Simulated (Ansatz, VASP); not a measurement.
# Two plane-wave programs on W

INCAR

```
PREC = Accurate ; ENCUT = 520
EDIFF = 1E-7 ; ISMEAR = 1
SIGMA = 0.1 ; LREAL = F
LASPH = T ; NELM = 100
ALGO = Normal ; ISIF = 2
LWAVE = F ; LCHARG = F
LDIPOL = T ; IDIPOL = 3
DIPOL = 0.5 0.5 0.500 ; GGA = PS
NBANDS = 111
```

The input KPOINTS:

```
Automatic mesh
0
Gamma
  9 9 1
```

File POSCAR:

```
W
1.0
    4.4608020640      0.0000000000      0.0000000000
    2.2304010320      3.8631679090      0.0000000000
    0.0000000000      0.0000000000     27.8372463100
W
14
Direct
    0.6666666667      0.6666666667      0.2873847474
    0.0000000000      0.0000000000      0.3200947863
    0.3333333333      0.3333333333      0.3528048251
    0.6666666667      0.6666666667      0.3855148640
    0.0000000000      0.0000000000      0.4182249029
    0.3333333333      0.3333333333      0.4509349417
    0.6666666667      0.6666666667      0.4836449806
    0.0000000000      0.0000000000      0.5163550194
    0.3333333333      0.3333333333      0.5490650583
    0.6666666667      0.6666666667      0.5817750971
    0.0000000000      0.0000000000      0.6144851360
    0.3333333333      0.3333333333      0.6471951749
    0.6666666667      0.6666666667      0.6799052137
    0.0000000000      0.0000000000      0.7126152526
```

Input for Ansatz:

```yaml
crystal:
  lattice:
    - [4.460802064, 0.0, 0.0]
    - [2.230401032, 3.863167909, 0.0]
    - [0.0, 0.0, 27.83724631]
  atoms:
    - { symbol: W, position: [0.6666666667, 0.6666666667, 0.2873847474] }
    - { symbol: W, position: [0.0, 0.0, 0.3200947863] }
    - { symbol: W, position: [0.3333333333, 0.3333333333, 0.3528048251] }
    - { symbol: W, position: [0.6666666667, 0.6666666667, 0.385514864] }
    - { symbol: W, position: [0.0, 0.0, 0.4182249029] }
    - { symbol: W, position: [0.3333333333, 0.3333333333, 0.4509349417] }
    - { symbol: W, position: [0.6666666667, 0.6666666667, 0.4836449806] }
    - { symbol: W, position: [0.0, 0.0, 0.5163550194] }
    - { symbol: W, position: [0.3333333333, 0.3333333333, 0.5490650583] }
    - { symbol: W, position: [0.6666666667, 0.6666666667, 0.5817750971] }
    - { symbol: W, position: [0.0, 0.0, 0.614485136] }
    - { symbol: W, position: [0.3333333333, 0.3333333333, 0.6471951749] }
    - { symbol: W, position: [0.6666666667, 0.6666666667, 0.6799052137] }
    - { symbol: W, position: [0.0, 0.0, 0.7126152526] }
kpoints:
  mp_grid: { grid: [9, 9, 1] }
scf:
  occupations: { method: cold, width: 0.1 }
hamiltonian:
  xc: pbesol
  pseudopotentials: { kind: paw }
output:
  forces: true
  stress: false
  populations: false
efield:
  axis: 3
  dipole_correction: true
```

Alike in both runs: task single point; functional PBEsol; k mesh 9 × 9 × 1; no spin polarisation.

|  | VASP | Ansatz |
| --- | --- | --- |
| version | VASP 6.6.1 | Ansatz 0.2.0 |
| potentials or method | VASP PAW PBE potentials, release 64 (W_sv) | plane-wave PAW, scalar-relativistic |
| plane-wave cutoff (eV) | 520 | 420 |
| occupations | methfessel-paxton of order 1, width 0.1 eV | cold, width 0.1 eV |
| valence electrons in the cell | 196 | 196 |

|  | VASP | Ansatz | Ansatz less VASP |
| --- | --- | --- | --- |
| rms of the force components (eV/Å) | 0.684 | 0.685 | +0.0005 |

VASP's potentials were made for PBE, not for PBEsol. Atom by atom the forces differ by 0.009 eV/Å (rms over components).

Spin-orbit coupling is off throughout.
